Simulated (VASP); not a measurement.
# PbSe (Pm-3m) in VASP: relaxation of cell and atoms with PBEsol-based screened hybrid with 25 % exact exchange

Aim: the relaxation of cell and atoms of PbSe with PBEsol-based screened hybrid with 25 % exact exchange.

Program: VASP 6.6.1. These are calculated values, not measurements. Logs are shortened: lines on timing, memory, paths and dates and some standing lists are left out, and cuts for length are marked.

## (1) The cell of the first run

The structure is cubic, space group Pm-3m (No. 221). Conventional cell: a = 3.784 Å, b = 3.784 Å, c = 3.784 Å, α = 90.00°, β = 90.00°, γ = 90.00°. Pb (site symmetry m-3m) has 8 Se at 3.28 Å and 6 Pb at 3.78 Å within 4.3 Å. Se (site symmetry m-3m) has 8 Pb at 3.28 Å and 6 Se at 3.78 Å within 4.3 Å.

## (2) Relaxation of cell and atoms, PBEsol-based screened hybrid with 25 % exact exchange

POSCAR reads:

```
PbSe
1.0
    3.7843220000      0.0000000000      0.0000000000
    0.0000000000      3.7843220000      0.0000000000
    0.0000000000      0.0000000000      3.7843220000
Pb Se
1 1
Direct
    0.0000000000      0.0000000000      0.0000000000
    0.5000000000      0.5000000000      0.5000000000
```

INCAR.step1 reads:

```
SYSTEM = PbSe
PREC = Accurate
ENCUT = 600
EDIFF = 1E-5
ISMEAR = -1
SIGMA = 0.05
LREAL = .False.
LASPH = .True.
NELM = 80
ALGO = Normal
LWAVE = .True.
LCHARG = .False.
GGA = PE
NBANDS = 17
```

INCAR.step2 reads:

```
SYSTEM = PbSe
PREC = Accurate
ENCUT = 600
EDIFF = 1E-6
ISMEAR = -1
SIGMA = 0.05
LREAL = .False.
LASPH = .True.
NELM = 80
ALGO = Normal
ISIF = 3
LWAVE = .False.
LCHARG = .False.
GGA = PS
LHFCALC = .True.
AEXX = 0.25
HFSCREEN = 0.207
PRECFOCK = Normal
IBRION = 2
NSW = 60
EDIFFG = -0.01
ISTART = 1
```

KPOINTS reads:

```
Automatic mesh
0
Gamma
  4 4 4
  0 0 0
```

Potentials or basis: VASP PAW PBE potentials, release 64 (Pb_d, Se).

The run is started by

```sh
$ cat potpaw_PBE.64/Pb_d/POTCAR potpaw_PBE.64/Se/POTCAR > POTCAR
$ cp INCAR.step1 INCAR
$ mpirun -np 1 vasp_std > vasp.out
$ cp INCAR.step2 INCAR
$ mpirun -np 1 vasp_std > vasp.out
```

OUTCAR:

```text
SYSTEM = PbSe
   PREC = Accurate
   ENCUT = 600
   EDIFF = 1E-6
   ISMEAR = -1
   LREAL = .False.
   LASPH = .True.
   NELM = 80
   ISIF = 3
   GGA = PS
   LHFCALC = .True.
   AEXX = 0.25
   HFSCREEN = 0.207
   PRECFOCK = Normal
   IBRION = 2
   NSW = 60
   EDIFFG = -0.01
   ISTART = 1

 ion  position               nearest neighbor table
   1  0.000  0.000  0.000-   2 3.28   2 3.28   2 3.28   2 3.28   2 3.28   2 3.28   2 3.28   2 3.28

   2  0.500  0.500  0.500-   1 3.28   1 3.28   1 3.28   1 3.28   1 3.28   1 3.28   1 3.28   1 3.28

  LATTYP: Found a simple cubic cell.
 ALAT       =     3.7843220000

  Lattice vectors:

 A1 = (   3.7843220000,   0.0000000000,   0.0000000000)
 A2 = (   0.0000000000,   3.7843220000,   0.0000000000)
 A3 = (   0.0000000000,   0.0000000000,   3.7843220000)

Analysis of symmetry for initial positions (statically):
=====================================================================
 Subroutine PRICEL returns:
 Original cell was already a primitive cell.

 Routine SETGRP: Setting up the symmetry group for a
 simple cubic supercell.

 Subroutine GETGRP returns: Found 48 space group operations
 (whereof 48 operations were pure point group operations)
 out of a pool of 48 trial point group operations.

The static configuration has the point symmetry O_h .

Analysis of symmetry for dynamics (positions and initial velocities):
=====================================================================
 Subroutine PRICEL returns:
 Original cell was already a primitive cell.

 Routine SETGRP: Setting up the symmetry group for a
 simple cubic supercell.

 Subroutine GETGRP returns: Found 48 space group operations
 (whereof 48 operations were pure point group operations)
 out of a pool of 48 trial point group operations.

The dynamic configuration has the point symmetry O_h .

 Subroutine INISYM returns: Found 48 space group operations
 (whereof 48 operations are pure point group operations),
 and found     1 'primitive' translations

----------------------------------------------------------------------------------------

                                     Primitive cell

  volume of cell :      54.1956

  direct lattice vectors                    reciprocal lattice vectors
     3.784322000  0.000000000  0.000000000     0.264248127  0.000000000  0.000000000
     0.000000000  3.784322000  0.000000000     0.000000000  0.264248127  0.000000000
     0.000000000  0.000000000  3.784322000     0.000000000  0.000000000  0.264248127

  length of vectors
     3.784322000  3.784322000  3.784322000     0.264248127  0.264248127  0.264248127

  position of ions in fractional coordinates (direct lattice)
     0.000000000  0.000000000  0.000000000
     0.500000000  0.500000000  0.500000000

  ion indices of the primitive-cell ions
   primitive index   ion index
                 1           1
                 2           2

----------------------------------------------------------------------------------------

 KPOINTS: Automatic mesh

Automatic generation of k-mesh.
 Grid dimensions read from file:
 generate k-points for:    4    4    4

 Generating k-lattice:

  Cartesian coordinates                     Fractional coordinates (reciprocal lattice)
     0.066062032  0.000000000  0.000000000     0.250000000  0.000000000  0.000000000
     0.000000000  0.066062032  0.000000000     0.000000000  0.250000000  0.000000000
     0.000000000  0.000000000  0.066062032     0.000000000  0.000000000  0.250000000

  Length of vectors
     0.066062032  0.066062032  0.066062032

  Shift w.r.t. Gamma in fractional coordinates (k-lattice)
     0.000000000  0.000000000  0.000000000

 Subroutine IBZKPT returns following result:
 ===========================================

 Found     10 irreducible k-points:

 Following reciprocal coordinates:
            Coordinates               Weight
  0.000000  0.000000  0.000000      1.000000
  0.250000  0.000000  0.000000      6.000000
  0.500000  0.000000  0.000000      3.000000
  0.250000  0.250000  0.000000     12.000000
  0.500000  0.250000  0.000000     12.000000
  0.500000  0.500000  0.000000      3.000000
  0.250000  0.250000  0.250000      8.000000
  0.500000  0.250000  0.250000     12.000000
  0.500000  0.500000  0.250000      6.000000
  0.500000  0.500000  0.500000      1.000000
   k-points           NKPTS =     10   k-points in BZ     NKDIM =     64   number of bands    NBANDS=     14
   number of dos      NEDOS =    301   number of ions     NIONS =      2
   total plane-waves  NPLWV =  27000
   dimension x,y,z NGX =    30 NGY =   30 NGZ =   30
   dimension x,y,z NGXF=    60 NGYF=   60 NGZF=   60
   ions per type =               1   1
   NGX,Y,Z   is equivalent  to a cutoff of  13.18, 13.18, 13.18 a.u.
   NGXF,Y,Z  is equivalent  to a cutoff of  26.36, 26.36, 26.36 a.u.
 SYSTEM =  PbSe
   PREC   = accura    normal or accurate (medium, high low for compatibility)
   ISTART =      1    job   : 0-new  1-cont  2-samecut
   ICHARG =      0    charge: 1-file 2-atom 10-const
   ISPIN  =      1    spin polarized calculation?
   LNONCOLLINEAR =      F non collinear calculations
   LSORBIT =      F    spin-orbit coupling
   LASPH  =      T    aspherical Exc in radial PAW
   ENCUT  =  600.0 eV  44.10 Ry    6.64 a.u.   7.56  7.56  7.56*2*pi/ulx,y,z
   NELM   =     80;   NELMIN=  2; NELMDL=  0     # of ELM steps
   EDIFF  = 0.1E-05   stopping-criterion for ELM
   LREAL  =      F    real-space projection
   EDIFFG = -.1E-01   stopping-criterion for IOM
   NSW    =     60    number of steps for IOM
   IBRION =      2    ionic relax: 0-MD 1-quasi-New 2-CG
   NFREE  =      1    steps in history (QN), initial steepest desc. (CG)
   ISIF   =      3    stress and relaxation
   ISYM   =      3    0-nonsym 1-usesym 2-fastsym
   POTIM  = 0.5000    time-step for ionic-motion
   TEBEG  =    0.0;   TEEND  =   0.0 temperature during run
   PSTRESS=    0.0 pullay stress
   NELECT =      20.0000    total number of electrons
   NUPDOWN=      -1.0000    fix difference up-down
   EMIN   =  10.00;   EMAX   =-10.00  energy-range for DOS
   EFERMI =   0.00;   METHOD = LEGACY
   ISMEAR =    -1;   SIGMA  =   0.05  broadening in eV -4-tet -1-fermi 0-gaus
   EFERMI_NEDOS =   21; number of points for ismear=-14 and -15
   IALGO  =     38    algorithm
   IMIX   =      1    mixing-type and parameters
     AMIX     =   0.40;   BMIX     =  1.00
     AMIX_MAG =   1.60;   BMIX_MAG =  1.00
  volume/ion in A,a.u.               =      27.10       182.87
  Fermi-wavevector in a.u.,A,eV,Ry     =   1.174258  2.219025 18.760817  1.378881
  Thomas-Fermi vector in A             =   2.310658
   LORBIT       =      0    0 simple, 1 ext, 2 COOP (PROOUT), +10 PAW based schemes
   GGA     = PS    functional components
   LHFCALC =     T    Hartree Fock is set to
   PRECFOCK=normal    Normal, Fast or Accurate (Low or Medium for compatibility)
   ENCUT4O =  -1.0   cutoff for four orbital integrals eV
   NKREDX  =     1    reduce k-point grid by
   NKREDY  =     1    reduce k-point grid by
   NKREDZ  =     1    reduce k-point grid by
   AEXX    =    0.2500 exact exchange contribution
   HFSCREEN=    0.2070 screening length (either q_TF or 0.3 A-1)
   HFSCREENC=   0.2070 screening length for correlation (either q_TF or 0.3 A-1)
   ENCUTFOCK=  -1.0 apply spherical cutoff to Coloumb kernel
   IVDW    =     0    specifies the selected vdW correction
   LEPSILON=     F    determine dielectric tensor
   LRPA    =     F    only Hartree local field effects (RPA)
 conjugate gradient relaxation of ions
 non-spin polarized calculation
  energy-cutoff  :      600.00
  volume of cell :       54.20
 maximum number of plane-waves:      1856
  NGX = 24; NGY = 24; NGZ = 24

--------------------------------------- Ionic step        1  -------------------------------------------

 number of electron      20.0000001 magnetization

 Free energy of the ion-electron system (eV)
  ---------------------------------------------------
  ext. energy  EPLUGINS =         0.00000000
  ---------------------------------------------------
  free energy    TOTEN  =        -9.61623209 eV

  energy without entropy =       -9.60816865  energy(sigma->0) =       -9.61220037

------------------------ aborting loop because EDIFF is reached ----------------------------------------

  FORCE on cell =-STRESS in cart. coord.  units (eV):
  Direction    XX          YY          ZZ          XY          YZ          ZX
  --------------------------------------------------------------------------------------
  -------------------------------------------------------------------------------------
  Total       -1.0299551     -1.0299551     -1.0299551      0.0000000      0.0000000      0.0000000
  in kB      -30.4484118    -30.4484118    -30.4484118      0.0000000      0.0000000      0.0000000
  external PRESSURE =     -30.4484118 kB  Pullay stress =       0.0000000 kB
[... 89 lines left out ...]
  FREE ENERGIE OF THE ION-ELECTRON SYSTEM (eV)
  ---------------------------------------------------
  free  energy   TOTEN  =        -9.6479922487 eV

  energy  without entropy=       -9.6401952791  energy(sigma->0) =       -9.64409376

[... ionic steps 4 to 11 ...]

--------------------------------------- Ionic step       12  -------------------------------------------

 number of electron      19.9999996 magnetization

------------------------ aborting loop because EDIFF is reached ----------------------------------------

  FORCE on cell =-STRESS in cart. coord.  units (eV):
  Direction    XX          YY          ZZ          XY          YZ          ZX
  --------------------------------------------------------------------------------------
  -------------------------------------------------------------------------------------
  Total       -0.0246283     -0.0246283     -0.0246283     -0.0000000     -0.0000000      0.0000000
  in kB       -0.7755549     -0.7755549     -0.7755549     -0.0000000     -0.0000000      0.0000000
  external PRESSURE =      -0.7755549 kB  Pullay stress =       0.0000000 kB
[... 57 lines left out ...]
  energy  without entropy=       -9.6402195765  energy(sigma->0) =       -9.64410600

--------------------------------------- Ionic step       14  -------------------------------------------

 number of electron      19.9999996 magnetization

 Free energy of the ion-electron system (eV)
  ---------------------------------------------------
  ext. energy  EPLUGINS =         0.00000000
  ---------------------------------------------------
  free energy    TOTEN  =        -9.64798518 eV

  energy without entropy =       -9.64035509  energy(sigma->0) =       -9.64417013

 E-fermi :   5.5877     XC(G=0):  -8.5996

 val. band max:        5.5494301432   @ k =   0.5000   0.5000   0.0000
 cond. band min:       5.6124291281   @ k =   0.5000   0.0000   0.0000
 fundamental gap:      0.0629989848
 Fermi energy:         5.5876836443

 k-point     1 :       0.0000    0.0000    0.0000
  band No.  band energies     occupation
      1     -13.1051      2.00000
      2     -13.1051      2.00000
      3     -12.9251      2.00000
      4     -12.9251      2.00000
      5     -12.9251      2.00000
      6      -9.4150      2.00000
      7      -1.7199      2.00000
      8       3.7210      2.00000
      9       3.7210      2.00000
     10       3.7210      2.00000
     11      11.2558      0.00000
     12      11.2558      0.00000
     13      13.0443      0.00000
     14      13.0443      0.00000
[... 180 lines left out ...]
  FREE ENERGIE OF THE ION-ELECTRON SYSTEM (eV)
  ---------------------------------------------------
  free  energy   TOTEN  =        -9.6479851782 eV

  energy  without entropy=       -9.6403550858  energy(sigma->0) =       -9.64417013

 reached required accuracy - stopping structural energy minimisation
```

Run time: 38 min. Hardware: 1 thread of Intel Xeon 6975P-C (Granite Rapids), shared host; peak memory 0.29 GiB.

What came out:

```
Free energy                           : -9.6480 eV
Relaxed volume                        : 25.39 Å³/atom
Relaxed cell                          : a = 3.703 Å, b = 3.703 Å, c = 3.703 Å, α = 90.00°, β = 90.00°, γ = 90.00°
Space group after relaxing (to 0.1 Å) : Pm-3m (No. 221)
Energy gained by relaxing             : 15.9 meV/atom
Ionic steps                           : 14
Pressure after relaxing               : 0.0 GPa
Band gap on the k mesh                : zero (bands 10 and 11 overlap by 0.58 eV)
```

The path:
| step | energy change (eV) | largest force (eV/Å) | pressure (GPa) | volume (Å³) |
| --- | --- | --- | --- | --- |
| 1 | 0.0000 | 0.0000 | -3.04 | 54.20 |
| 2 | -0.0307 | 0.0000 | 0.56 | 50.26 |
| 3 | -0.0318 | 0.0000 | 0.16 | 50.86 |
| 4 | -0.0317 | 0.0000 | -0.07 | 51.01 |
| 5 | -0.0317 | 0.0000 | -0.17 | 50.95 |
| 6 | -0.0317 | 0.0000 | -0.13 | 50.94 |
| 7 | -0.0317 | 0.0000 | -0.14 | 50.91 |
| 8 | -0.0317 | 0.0000 | -0.09 | 50.91 |
| 9 | -0.0317 | 0.0000 | -0.09 | 50.91 |
| 10 | -0.0317 | 0.0000 | -0.11 | 50.90 |
| 11 | -0.0318 | 0.0000 | -0.10 | 50.89 |
| 12 | -0.0318 | 0.0000 | -0.08 | 50.88 |
| 13 | -0.0318 | 0.0000 | -0.09 | 50.85 |
| 14 | -0.0318 | 0.0000 | -0.02 | 50.79 |

Final structure:
```yaml
crystal:
  lattice:
    - [3.70324, 0.00000, 0.00000]
    - [0.00000, 3.70324, 0.00000]
    - [0.00000, 0.00000, 3.70324]
  atoms:
    - { symbol: Pb, position: [0.00000, 0.00000, 0.00000] }
    - { symbol: Se, position: [0.50000, 0.50000, 0.50000] }
```

Caveat: the k points lie up to 0.42 Å⁻¹ apart in the final cell, too coarse for converged energies and pressures of a metal; the PAW data sets were made with another functional, which shifts forces and pressure a little; spin-orbit coupling is left out, which moves the levels of the heavy elements.

The gap in the log of VASP goes by the Fermi energy; the results here count the filled bands.